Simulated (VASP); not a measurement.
Wanted: the native input for a VASP 6.6.1 run.

```yaml
Task: single point
Functional: PBE
Potentials_or_basis: VASP PAW PBE potentials, release 64 (Fe_sv, H, O)
Cutoff: 600 eV
k_mesh: 14 × 14 × 14
Occupations: gaussian, width 0.1 eV
Spin: collinear spin, ferromagnetic start
Starting_moments: "[0.34, 0.0, 0.0, 0.0] μB"
Dipole_correction: no
Further_INCAR_settings: ALGO = Normal; EDIFF = 1e-06; NBANDS = 24
```

The structure of FeH2O lies in POSCAR:

```
FeH2O
1.0
    3.2670402647      0.0000000000      0.0000000000
    0.0000000000      3.2670402647      0.0000000000
    0.0000000000      0.0000000000      3.3773879771
Fe H O
1 2 1
Direct
    0.0000000000      0.0000000000      0.0000000000
    0.5000000000      0.0000000000      0.0000000000
    0.0000000000      0.5000000000      0.0000000000
    0.0000000000      0.0000000000      0.5000000000
```

The input as run:

INCAR

```
PREC = Accurate
ENCUT = 600
EDIFF = 1E-6
ISMEAR = 0
SIGMA = 0.1
LREAL = F
LASPH = T
NELM = 200
ALGO = Normal
ISIF = 2
LWAVE = F
LCHARG = T
ISPIN = 2
MAGMOM = 0.34 0 0 0
LORBIT = 11
LMAXMIX = 4
GGA = PE
LELF = T
LVHAR = T
NBANDS = 24
GGA_COMPAT = F
```

KPOINTS

```
regular mesh
0
Gamma
  14 14 14
```

Potentials or basis: VASP PAW PBE potentials, release 64 (Fe_sv, H, O).

The run is started by

```bash
$ cat potpaw_PBE.64/Fe_sv/POTCAR potpaw_PBE.64/H/POTCAR potpaw_PBE.64/O/POTCAR > POTCAR
$ mpirun -np 1 vasp_std > vasp.out
```

Results of the run:

```json
{
 "Pressure": "-1.4 GPa",
 "Net moment": "0.24 μB per cell",
 "Site moments": "Fe +0.23; H -0.01; O +0.01 μB",
 "Valence electrons inside the program's atomic spheres": "Fe 13.80; H 0.55; O 4.98"
}
```

Run time: 4.5 min on 1 thread of Intel(R) Xeon(R) 6975P-C (Granite Rapids) (shared host), peak memory 0.52 GiB.
